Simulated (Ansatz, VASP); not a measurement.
Se in VASP and in Ansatz

```xyz
1
Lattice="0.0000 2.1249 2.1249 2.1249 0.0000 2.1249 2.1249 2.1249 0.0000" Properties=species:S:1:pos:R:3 pbc="T T T"
Se    0.0000    0.0000    0.0000
```

Alike in both runs: task single point; functional revPBE; k mesh 14 × 14 × 14; occupations fermi-dirac, width 0.1 eV; no spin polarisation.

|  | VASP | Ansatz |
| --- | --- | --- |
| version | VASP 6.6.1 | Ansatz 0.2.0 |
| potentials or method | VASP PAW PBE potentials, release 64 (Se), cutoff 520 eV | plane waves (420 eV) with PAW, scalar-relativistic |
| valence electrons in the cell | 6 | 16 |

```csv
,VASP,Ansatz,Ansatz less VASP
pressure (GPa),6.2,6.2,+0.01
```

VASP's potentials were made for PBE, not for revPBE. With one functional, cell and mesh, what is left measures potentials, basis and numerics. VASP's potentials hold 6 valence electrons a cell and Ansatz's 16, so a difference there can come from the potentials and not from the codes.
